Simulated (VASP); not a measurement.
Set up this calculation in VASP 6.6.1, as the native input.

| Item | Value |
| --- | --- |
| Task | single point |
| Functional | PBE |
| Potentials or basis | VASP PAW PBE potentials, release 64 (Ga_d, Si, S) |
| Cutoff | 520 eV |
| k mesh | 6 × 6 × 4 |
| Occupations | gaussian, width 0.1 eV |
| Spin | no spin polarisation |
| Dipole correction | no |
| Further INCAR settings | ALGO = Normal; EDIFF = 1e-06; NBANDS = 28 |

The structure of GaSi3S2 lies in POSCAR:

```
GaSi3S2
1.0
    4.7430065098     -0.0000000030      0.0000000000
   -2.3715032523      4.1075641293      0.0000000000
    0.0000000000      0.0000000000      5.4482908286
Ga Si S
1 3 2
Direct
    0.0000000000      0.0000000000      0.5000000000
    0.3333333333      0.6666666667      0.7433443565
    0.6666666667      0.3333333333      0.2566556435
    0.0000000000      0.0000000000      0.0000000000
    0.3333333333      0.6666666667      0.1471021123
    0.6666666667      0.3333333333      0.8528978877
```

The cell was built from a structure type or drawn by symmetry, and may not be a known phase.

One way to write it, as run:

INCAR

```
PREC = Accurate
ENCUT = 520
EDIFF = 1E-6
ISMEAR = 0
SIGMA = 0.1
LREAL = False
LASPH = True
NELM = 60
ALGO = Normal
ISIF = 2
LWAVE = False
LCHARG = True
GGA = PE
LELF = True
LVHAR = True
NBANDS = 28
```

KPOINTS

```
Automatic mesh
0
Gamma
  6 6 4
```

Potentials or basis: VASP PAW PBE potentials, release 64 (Ga_d, Si, S).

The run is started by

```sh
$ cat potpaw_PBE.64/Ga_d/POTCAR potpaw_PBE.64/Si/POTCAR potpaw_PBE.64/S/POTCAR > POTCAR
$ mpirun -np 1 vasp_std > vasp.out
```

Results of the run:

```
Pressure               : -0.1 GPa
Largest force          : 0.031 eV/Å
Band gap on the k mesh : zero (an odd number of electrons rules out a gap without spin polarisation)
```

Wall time 92 s on 1 thread of Intel Xeon 8259CL, with other jobs on the host, peak memory 0.25 GiB.
